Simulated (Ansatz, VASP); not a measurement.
# WS2 in VASP and in Ansatz

```xyz
6
Lattice="3.1225 0.0000 0.0000 -1.5612 2.7041 0.0000 0.0000 0.0000 11.9402" Properties=species:S:1:pos:R:3 pbc="T T T"
W     0.0000    1.8028    2.9850
W     1.5612    0.9014    8.9551
S     0.0000    1.8028    7.3841
S     1.5612    0.9014    1.4140
S     0.0000    1.8028   10.5262
S     1.5612    0.9014    4.5561
```

Alike in both runs: task single point; functional PBEsol; k mesh 12 × 12 × 2; occupations gaussian, width 0.02 eV; no spin polarisation.

|  | VASP | Ansatz |
| --- | --- | --- |
| version | VASP 6.6.1 | Ansatz 0.2.0 |
| potentials or method | VASP PAW PBE potentials, release 64 (W_sv, S), cutoff 520 eV | scalar-relativistic, plane waves, PAW |
| valence electrons in the cell | 52 | 52 |

```tsv
	VASP	Ansatz	Ansatz less VASP
gap on the k mesh at the Fermi level (eV)	0.77	0.75	-0.020
least direct gap on the mesh (eV)	1.91	1.91	-0.004
pressure (GPa)	3.1	3.0	-0.15
rms of the force components (eV/Å)	0.010	0.001	-0.0095
```

VASP's potentials were made for PBE, not for PBEsol. Atom by atom the forces differ by 0.010 eV/Å (rms over components).

Neither program's run includes spin-orbit coupling.
